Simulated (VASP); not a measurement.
CaB2, 3 atoms in the cell. It takes space group P6/mmm (No. 191, hexagonal). The conventional cell has a = 3.226 Å, b = 3.226 Å, c = 4.067 Å, α = 90.00°, β = 90.00°, γ = 120.00°. Ca (site symmetry 6/mmm) has 12 B at 2.76 Å and 6 Ca at 3.23 Å within 3.6 Å. B (site symmetry -6m2) has 3 B at 1.86 Å within 2.5 Å. 

* Program: VASP 6.6.1
* Task: single point
* Functional: PBE
* Potentials or basis: VASP PAW PBE potentials, release 64 (Ca_sv, B)
* Cutoff: 500 eV
* k mesh: 6 × 6 × 4
* Occupations: gaussian, width 0.1 eV
* Spin: collinear spin
* Starting moments: [0.0, 0.0, 5.0] μB
* Dipole correction: no
* Further INCAR settings: ALGO = Normal; EDIFF = 1e-06; NBANDS = 19

Potentials or basis: VASP PAW PBE potentials, release 64 (Ca_sv, B).

Command:

```sh
$ cat potpaw_PBE.64/Ca_sv/POTCAR potpaw_PBE.64/B/POTCAR > POTCAR
$ mpirun -np 1 vasp_std > vasp.out
```

Hardware: 1 thread of Intel(R) Xeon(R) 6975P-C (Granite Rapids) (shared host).

Task: Estimate the wall time of this run.

Result: It took 16 s on 1 thread of Intel(R) Xeon(R) 6975P-C (Granite Rapids), on a shared host, peak memory 0.16 GiB. Counts: scf iterations 15, k points 21.
